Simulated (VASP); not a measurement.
# InAs (P6/mmm) in VASP: a series of runs

InAs is run at these levels: PBE; tasks: single point, relaxation of cell and atoms.

Program: VASP 6.6.1. These are calculated values, not measurements. Logs are shortened: lines on timing, memory, paths and dates and some standing lists are left out, and cuts for length are marked.

**1. The cell of the first run**

The structure is hexagonal, space group P6/mmm (No. 191). Conventional cell: a = 3.040 Å, b = 3.040 Å, c = 5.796 Å, α = 90.00°, β = 90.00°, γ = 120.00°. In (site symmetry 6/mmm) has 2 As at 2.90 Å and 6 In at 3.04 Å within 3.8 Å. As (site symmetry 6/mmm) has 2 In at 2.90 Å and 6 As at 3.04 Å within 3.8 Å.

The cell was generated, and may not be a known phase.

**2. Single point, PBE**

The input, INCAR:

```
PREC = Accurate
ENCUT = 520
EDIFF = 1E-6
ISMEAR = 0
SIGMA = 0.1
LREAL = False
LASPH = True
NELM = 100
ALGO = Normal
ISIF = 2
LWAVE = False
LCHARG = False
GGA = PE
NBANDS = 16
```

The input, KPOINTS:

```
regular mesh
0
Gamma
  24 24 10
```

The input, POSCAR:

```
InAs
1.0
    3.0398343949      0.0000000000      0.0000000000
   -1.5199171975      2.6325738093      0.0000000000
    0.0000000000      0.0000000000      5.7960889645
In As
1 1
Direct
    0.0000000000      0.0000000000      0.0000000000
    0.0000000000      0.0000000000      0.5000000000
```

Potentials or basis: VASP PAW PBE potentials, release 64 (In_d, As).

Launch:

```bash
$ cat potpaw_PBE.64/In_d/POTCAR potpaw_PBE.64/As/POTCAR > POTCAR
$ mpirun -np 1 vasp_std > vasp.out
```

OUTCAR:

```text
PREC = Accurate
   ENCUT = 520
   EDIFF = 1E-6
   ISMEAR = 0
   LREAL = False
   LASPH = True
   NELM = 100
   ISIF = 2
   GGA = PE

 ion  position               nearest neighbor table
   1  0.000  0.000  0.000-   2 2.90   2 2.90
   2  0.000  0.000  0.500-   1 2.90   1 2.90

  LATTYP: Found a hexagonal cell.
 ALAT       =     3.0398343949
 C/A-ratio  =     1.9067120808

  Lattice vectors:

 A1 = (   3.0398343949,   0.0000000000,   0.0000000000)
 A2 = (  -1.5199171975,   2.6325738093,   0.0000000000)
 A3 = (   0.0000000000,   0.0000000000,   5.7960889645)

Analysis of symmetry for initial positions (statically):
=====================================================================
 Subroutine PRICEL returns:
 Original cell was already a primitive cell.

 Routine SETGRP: Setting up the symmetry group for a
 hexagonal supercell.

 Subroutine GETGRP returns: Found 24 space group operations
 (whereof 24 operations were pure point group operations)
 out of a pool of 24 trial point group operations.

The static configuration has the point symmetry D_6h.

Analysis of symmetry for dynamics (positions and initial velocities):
=====================================================================
 Subroutine PRICEL returns:
 Original cell was already a primitive cell.

 Routine SETGRP: Setting up the symmetry group for a
 hexagonal supercell.

 Subroutine GETGRP returns: Found 24 space group operations
 (whereof 24 operations were pure point group operations)
 out of a pool of 24 trial point group operations.

The dynamic configuration has the point symmetry D_6h.

 Subroutine INISYM returns: Found 24 space group operations
 (whereof 24 operations are pure point group operations),
 and found     1 'primitive' translations

----------------------------------------------------------------------------------------

                                     Primitive cell

  volume of cell :      46.3837

  direct lattice vectors                    reciprocal lattice vectors
     3.039834395  0.000000000  0.000000000     0.328965289  0.189928198  0.000000000
    -1.519917198  2.632573809  0.000000000     0.000000000  0.379856396  0.000000000
     0.000000000  0.000000000  5.796088964     0.000000000  0.000000000  0.172530133

  length of vectors
     3.039834395  3.039834395  5.796088964     0.379856396  0.379856396  0.172530133

  position of ions in fractional coordinates (direct lattice)
     0.000000000  0.000000000  0.000000000
     0.000000000  0.000000000  0.500000000

  ion indices of the primitive-cell ions
   primitive index   ion index
                 1           1
                 2           2

----------------------------------------------------------------------------------------

 KPOINTS: regular mesh

Automatic generation of k-mesh.
 Grid dimensions read from file:
 generate k-points for:   24   24   10

 Generating k-lattice:

  Cartesian coordinates                     Fractional coordinates (reciprocal lattice)
     0.013706887  0.007913675  0.000000000     0.041666667  0.000000000  0.000000000
     0.000000000  0.015827350  0.000000000     0.000000000  0.041666667  0.000000000
     0.000000000  0.000000000  0.017253013     0.000000000  0.000000000  0.100000000

  Length of vectors
     0.015827350  0.015827350  0.017253013

  Shift w.r.t. Gamma in fractional coordinates (k-lattice)
     0.000000000  0.000000000  0.000000000

 Subroutine IBZKPT returns following result:
 ===========================================

 Found    366 irreducible k-points:

 Following reciprocal coordinates:
            Coordinates               Weight
  0.000000  0.000000  0.000000      1.000000
  0.041667 -0.000000  0.000000      6.000000
  0.083333  0.000000  0.000000      6.000000
  0.125000  0.000000  0.000000      6.000000
  0.166667  0.000000  0.000000      6.000000
  0.208333  0.000000  0.000000      6.000000
[... 16 lines left out ...]
  0.416667  0.041667  0.000000     12.000000
  0.458333  0.041667  0.000000     12.000000
 [... further k-points ...]
   k-points           NKPTS =    366   k-points in BZ     NKDIM =    366   number of bands    NBANDS=     16
   number of dos      NEDOS =    301   number of ions     NIONS =      2
   total plane-waves  NPLWV =  27648
   dimension x,y,z NGX =    24 NGY =   24 NGZ =   48
   dimension x,y,z NGXF=    48 NGYF=   48 NGZF=   96
   ions per type =               1   1
   NGX,Y,Z   is equivalent  to a cutoff of  13.13, 13.13, 13.77 a.u.
   NGXF,Y,Z  is equivalent  to a cutoff of  26.25, 26.25, 27.54 a.u.
 SYSTEM =  unknown system
   PREC   = accura    normal or accurate (medium, high low for compatibility)
   ISTART =      0    job   : 0-new  1-cont  2-samecut
   ICHARG =      2    charge: 1-file 2-atom 10-const
   ISPIN  =      1    spin polarized calculation?
   LNONCOLLINEAR =      F non collinear calculations
   LSORBIT =      F    spin-orbit coupling
   LASPH  =      T    aspherical Exc in radial PAW
   ENCUT  =  520.0 eV  38.22 Ry    6.18 a.u.   5.65  5.65 10.78*2*pi/ulx,y,z
   NELM   =    100;   NELMIN=  2; NELMDL= -5     # of ELM steps
   EDIFF  = 0.1E-05   stopping-criterion for ELM
   LREAL  =      F    real-space projection
   EDIFFG = 0.1E-04   stopping-criterion for IOM
   NSW    =      0    number of steps for IOM
   IBRION =     -1    ionic relax: 0-MD 1-quasi-New 2-CG
   NFREE  =      0    steps in history (QN), initial steepest desc. (CG)
   ISIF   =      2    stress and relaxation
   ISYM   =      2    0-nonsym 1-usesym 2-fastsym
   POTIM  = 0.5000    time-step for ionic-motion
   TEBEG  =    0.0;   TEEND  =   0.0 temperature during run
   PSTRESS=    0.0 pullay stress
   NELECT =      18.0000    total number of electrons
   NUPDOWN=      -1.0000    fix difference up-down
   EMIN   =  10.00;   EMAX   =-10.00  energy-range for DOS
   EFERMI =   0.00;   METHOD = LEGACY
   ISMEAR =     0;   SIGMA  =   0.10  broadening in eV -4-tet -1-fermi 0-gaus
   EFERMI_NEDOS =   21; number of points for ismear=-14 and -15
   IALGO  =     38    algorithm
   IMIX   =      4    mixing-type and parameters
     AMIX     =   0.40;   BMIX     =  1.00
     AMIX_MAG =   1.60;   BMIX_MAG =  1.00
  volume/ion in A,a.u.               =      23.19       156.51
  Fermi-wavevector in a.u.,A,eV,Ry     =   1.194109  2.256538 19.400484  1.425895
  Thomas-Fermi vector in A             =   2.330107
   LORBIT       =      0    0 simple, 1 ext, 2 COOP (PROOUT), +10 PAW based schemes
   GGA     = PE    functional components
   LHFCALC =     F    Hartree Fock is set to
   AEXX    =    0.0000 exact exchange contribution
   IVDW    =     0    specifies the selected vdW correction
   LEPSILON=     F    determine dielectric tensor
   LRPA    =     F    only Hartree local field effects (RPA)
 non-spin polarized calculation
 Gauss-broadening in eV      SIGMA  =   0.10
  energy-cutoff  :      520.00
  volume of cell :       46.38
 maximum number of plane-waves:      1270
 NGX is ok and might be reduce to    24
   NGX = 11   NGY = 11   NGZ = 21

 number of electron      17.9999992 magnetization

 Free energy of the ion-electron system (eV)
  ---------------------------------------------------
  ext. energy  EPLUGINS =         0.00000000
  ---------------------------------------------------
  free energy    TOTEN  =        -6.90958234 eV

  energy without entropy =       -6.90471056  energy(sigma->0) =       -6.90714645

 E-fermi :   6.4765     XC(G=0): -10.3037

 val. band max:        6.4759830498   @ k =   0.2917   0.1667   0.4000
 cond. band min:       6.4786095298   @ k =   0.3333   0.1667   0.4000
 fundamental gap:      0.0026264800
 Fermi energy:         6.4764788082

 k-point     1 :       0.0000    0.0000    0.0000
  band No.  band energies     occupation
      1      -8.4185      2.00000
      2      -8.2019      2.00000
      3      -8.2019      2.00000
      4      -7.8171      2.00000
      5      -7.8171      2.00000
      6      -6.3355      2.00000
[... 8 lines left out ...]
     15      19.1508      0.00000
     16      19.5617      0.00000

 k-point     2 :       0.0417   -0.0000    0.0000
  band No.  band energies     occupation
      1      -8.4109      2.00000
      2      -8.2048      2.00000
      3      -8.1926      2.00000
      4      -7.8239      2.00000
      5      -7.8185      2.00000
      6      -6.3013      2.00000
[... 8 lines left out ...]
     15      19.2311      0.00000
     16      19.7233      0.00000

 k-point     3 :       0.0833    0.0000    0.0000
  band No.  band energies     occupation
      1      -8.3899      2.00000
      2      -8.2122      2.00000
      3      -8.1651      2.00000
      4      -7.8437      2.00000
      5      -7.8224      2.00000
      6      -6.1990      2.00000
[... 8 lines left out ...]
     15      19.1055      0.00000
     16      19.3728      0.00000

 k-point     4 :       0.1250    0.0000    0.0000
  band No.  band energies     occupation
      1      -8.3627      2.00000
      2      -8.2182      2.00000
      3      -8.1211      2.00000
      4      -7.8748      2.00000
      5      -7.8287      2.00000
      6      -6.0290      2.00000
[... 8 lines left out ...]
     15      18.5267      0.00000
     16      18.8762      0.00000

 k-point     5 :       0.1667    0.0000    0.0000
  band No.  band energies     occupation
      1      -8.3461      2.00000
      2      -8.2085      2.00000
      3      -8.0631      2.00000
      4      -7.9148      2.00000
      5      -7.8369      2.00000
      6      -5.7930      2.00000
[... 8 lines left out ...]
     15      17.6573      0.00000
     16      17.8556      0.00000

 k-point     6 :       0.2083    0.0000    0.0000
  band No.  band energies     occupation
      1      -8.3545      2.00000
      2      -8.1708      2.00000
      3      -7.9947      2.00000
      4      -7.9604      2.00000
      5      -7.8464      2.00000
      6      -5.4933      2.00000
[... 8 lines left out ...]
     15      17.1929      0.00000
     16      17.3532      0.00000

 k-point     7 :       0.2500    0.0000    0.0000
  band No.  band energies     occupation
      1      -8.3796      2.00000
      2      -8.1159      2.00000
      3      -8.0083      2.00000
      4      -7.9203      2.00000
      5      -7.8566      2.00000
      6      -5.1347      2.00000
[... 8 lines left out ...]
     15      16.5759      0.00000
     16      17.5990      0.00000

 k-point     8 :       0.2917    0.0000    0.0000
  band No.  band energies     occupation
      1      -8.4108      2.00000
      2      -8.0564      2.00000
      3      -8.0552      2.00000
      4      -7.8667      2.00000
      5      -7.8449      2.00000
      6      -4.7244      2.00000
[... 8 lines left out ...]
     15      16.0259      0.00000
     16      17.9190      0.00000

 k-point     9 :       0.3333   -0.0000    0.0000
  band No.  band energies     occupation
      1      -8.4421      2.00000
      2      -8.0980      2.00000
      3      -8.0001      2.00000
      4      -7.8762      2.00000
      5      -7.7735      2.00000
      6      -4.2751      2.00000
[... 8 lines left out ...]
     15      15.5574      0.00000
     16      18.2845      0.00000
[... 172 lines left out ...]
 k-point    19 :       0.2500    0.0417    0.0000
  band No.  band energies     occupation
      1      -8.3851      2.00000
      2      -8.0950      2.00000
      3      -8.0329      2.00000
      4      -7.8777      2.00000
      5      -7.8644      2.00000
      6      -4.9114      2.00000
[... 8 lines left out ...]
     15      16.0200      0.00000
     16      17.8140      0.00000

 k-point    20 :       0.2917    0.0417    0.0000
  band No.  band energies     occupation
      1      -8.4166      2.00000
      2      -8.0773      2.00000
      3      -8.0347      2.00000
      4      -7.8747      2.00000
      5      -7.8067      2.00000
      6      -4.4805      2.00000
[... 8 lines left out ...]
     15      15.5331      0.00000
     16      18.1722      0.00000

 k-point    21 :       0.3333    0.0417    0.0000
  band No.  band energies     occupation
      1      -8.4463      2.00000
      2      -8.1163      2.00000
      3      -7.9799      2.00000
      4      -7.8839      2.00000
      5      -7.7427      2.00000
      6      -4.0205      2.00000
[... 8 lines left out ...]
     15      15.1361      0.00000
     16      18.5759      0.00000

 k-point    22 :       0.3750    0.0417    0.0000
  band No.  band energies     occupation
      1      -8.4710      2.00000
      2      -8.1477      2.00000
      3      -7.9351      2.00000
      4      -7.8914      2.00000
      5      -7.6902      2.00000
      6      -3.5623      2.00000
[... 8 lines left out ...]
     15      15.1687      0.00000
     16      18.5716      0.00000

 k-point    23 :       0.4167    0.0417    0.0000
  band No.  band energies     occupation
      1      -8.4886      2.00000
      2      -8.1696      2.00000
      3      -7.9034      2.00000
      4      -7.8968      2.00000
      5      -7.6528      2.00000
      6      -3.1631      2.00000
[... 8 lines left out ...]
     15      15.3848      0.00000
     16      18.5400      0.00000

 k-point    24 :       0.4583    0.0417    0.0000
  band No.  band energies     occupation
      1      -8.4979      2.00000
      2      -8.1808      2.00000
      3      -7.8995      2.00000
      4      -7.8871      2.00000
      5      -7.6334      2.00000
      6      -2.9162      2.00000
[... 8 lines left out ...]
     15      15.5076      0.00000
     16      18.5508      0.00000

 [... further k-points ...]

------------------------ aborting loop because EDIFF is reached ----------------------------------------

  FORCE on cell =-STRESS in cart. coord.  units (eV):
  Direction    XX          YY          ZZ          XY          YZ          ZX
  --------------------------------------------------------------------------------------
  -------------------------------------------------------------------------------------
  Total       -0.0015852     -0.0015852      0.0069983      0.0000000      0.0000000      0.0000000
  in kB       -0.0547557     -0.0547557      0.2417340      0.0000000      0.0000000      0.0000000
  external PRESSURE =       0.0440742 kB  Pullay stress =       0.0000000 kB

 VOLUME and BASIS-vectors are now :
 -----------------------------------------------------------------------------
  energy-cutoff  :      520.00
  volume of cell :       46.38
      direct lattice vectors                 reciprocal lattice vectors
     3.039834395  0.000000000  0.000000000     0.328965289  0.189928198  0.000000000
    -1.519917198  2.632573809  0.000000000     0.000000000  0.379856396  0.000000000
     0.000000000  0.000000000  5.796088964     0.000000000  0.000000000  0.172530133

 POSITION                                       TOTAL-FORCE (eV/Angst)
 -----------------------------------------------------------------------------------
      0.00000      0.00000      0.00000        -0.000000      0.000000      0.000000
      0.00000      0.00000      2.89804         0.000000      0.000000      0.000000
 -----------------------------------------------------------------------------------
    total drift:                                0.000000      0.000000      0.000000

  FREE ENERGIE OF THE ION-ELECTRON SYSTEM (eV)
  ---------------------------------------------------
  free  energy   TOTEN  =        -6.9095823428 eV

  energy  without entropy=       -6.9047105604  energy(sigma->0) =       -6.90714645
```

Wall time 2.3 min (1 thread of Intel Xeon 8259CL, shared host); peak memory 0.4 GiB.

Results:

- Free energy: -6.9096 eV
- Pressure: 0.0 GPa
- Band gap on the k mesh: zero (bands 9 and 10 overlap by 6.57 eV)

Caveat: spin-orbit coupling is left out, which moves the levels of the heavy elements.

**3. Relaxation of cell and atoms, PBE**

This run uses another cell than the first one, of 23.36 Å³/atom.

The input, INCAR:

```
ALGO     = Normal         # electronic algorithm
EDIFF    = 1E-6           # SCF threshold, eV
EDIFFG   = -0.01          # ionic threshold
ENCUT    = 600            # plane-wave cutoff, eV
GGA      = PE             # functional
IBRION   = 2              # ionic algorithm
ISIF     = 3              # what is computed and relaxed
ISMEAR   = 0              # smearing method
LASPH    = True           # aspherical terms in the spheres
LCHARG   = False          # write CHGCAR
LREAL    = False          # projectors in reciprocal space
LWAVE    = False          # write WAVECAR
NELM     = 100            # most SCF steps
NSW      = 100            # ionic steps
PREC     = Accurate       # precision mode
SIGMA    = 0.1            # smearing width, eV
```

The input, KPOINTS:

```
k-points
0
Gamma
  24 24 10
```

The input, POSCAR:

```
InAs
1.0
    3.1204530052      0.0000000000      0.0000000000
   -1.5602265026      2.7023915739      0.0000000000
    0.0000000000      0.0000000000      5.5392656903
In As
1 1
Direct
    0.0000000000      0.0000000000      0.0000000000
    0.0000000000      0.0000000000      0.5000000000
```

Potentials or basis: VASP PAW PBE potentials, release 64 (In_d, As).

Launch:

```bash
$ cat potpaw_PBE.64/In_d/POTCAR potpaw_PBE.64/As/POTCAR > POTCAR
$ mpirun -np 1 vasp_std > vasp.out
```

It took 14 min on 1 thread of Intel Xeon 8259CL, shared host; peak memory 0.46 GiB.

Results (log left out):

```
Free energy                           : -6.9095 eV
Relaxed volume                        : 23.20 Å³/atom
Relaxed cell                          : a = 3.040 Å, b = 3.040 Å, c = 5.797 Å, α = 90.00°, β = 90.00°, γ = 120.00°
Space group after relaxing (to 0.1 Å) : P6/mmm (No. 191)
Energy gained by relaxing             : 32.2 meV/atom
Ionic steps                           : 6
Pressure after relaxing               : 0.0 GPa
Band gap on the k mesh                : zero (bands 9 and 10 overlap by 6.57 eV)
```

The path:
| step | energy change (eV) | largest force (eV/Å) | pressure (GPa) | volume (Å³) |
| --- | --- | --- | --- | --- |
| 1 | 0.0000 | 0.0000 | 0.13 | 46.71 |
| 2 | -0.0632 | 0.0000 | -0.43 | 46.77 |
| 3 | -0.0639 | 0.0000 | -0.45 | 46.77 |
| 4 | -0.0639 | 0.0000 | -0.43 | 46.77 |
| 5 | -0.0644 | 0.0000 | 0.09 | 46.33 |
| 6 | -0.0645 | 0.0000 | 0.02 | 46.40 |

Final structure:
```
In As
1.0
     3.04017    0.00000    0.00000
    -1.52008    2.63286    0.00000
     0.00000    0.00000    5.79715
In As
1 1
Direct
  0.00000 0.00000 0.00000
  0.00000 0.00000 0.50000
```

Levels at points of the mesh, in eV from the Fermi level:
| k point | band 5 | band 6 | band 7 | band 8 | band 9 | band 10 | band 11 | band 12 | band 13 |
| --- | --- | --- | --- | --- | --- | --- | --- | --- | --- |
| (0.00, 0.00, 0.00) | -14.29 | -12.81 | -7.56 | -5.03 | 5.00 | 5.00 | 5.46 | 9.86 | 11.54 |
| (0.50, 0.00, 0.00) | -14.10 | -9.37 | -5.01 | -1.75 | -1.73 | -1.57 | 2.30 | 3.97 | 7.47 |
| (0.00, 0.00, 0.50) | -14.29 | -12.68 | -8.99 | -0.88 | 0.11 | 5.09 | 5.09 | 10.97 | 12.53 |
| (0.50, 0.00, 0.50) | -14.10 | -9.42 | -4.62 | -3.68 | -2.53 | 2.44 | 2.75 | 4.55 | 6.97 |

Caveat: spin-orbit coupling is left out, which moves the levels of the heavy elements.
